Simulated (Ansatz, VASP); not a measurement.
# One calculation of HBr, two programs

```
CELL_PARAMETERS angstrom
0.00000 3.79720 3.80309
1.66860 0.00000 3.80309
1.66860 3.79720 0.00000
ATOMIC_POSITIONS crystal
H 0.00000 0.00000 0.00000
Br 0.50000 0.50000 0.50000
```

Alike in both runs: task relaxation of cell and atoms; functional r2SCAN; k mesh 10 × 10 × 10; occupations gaussian, width 0.02 eV; no spin polarisation.

|  | VASP | Ansatz |
| --- | --- | --- |
| version | VASP 6.6.1 | Ansatz 0.2.0 |
| potentials or method | VASP PAW PBE potentials, release 64 (H, Br), cutoff 600 eV | scalar-relativistic, plane waves, PAW |
| valence electrons in the cell | 8 | 8 |

Ansatz gave:

```
gap on the k mesh at the Fermi level, each at its own relaxed structure (eV)  : 1.72
relaxed volume (Å³/atom)                                                      : 24.10
relaxed length of the cell vector where the two differ most in proportion (Å) : 4.153
```

Problem. Estimate VASP's values.

Solution. gap on the k mesh at the Fermi level, each at its own relaxed structure (eV): 1.72; relaxed volume (Å³/atom): 24.08; relaxed length of the cell vector where the two differ most in proportion (Å): 4.152.

VASP's potentials were made for PBE, not for r2SCAN.
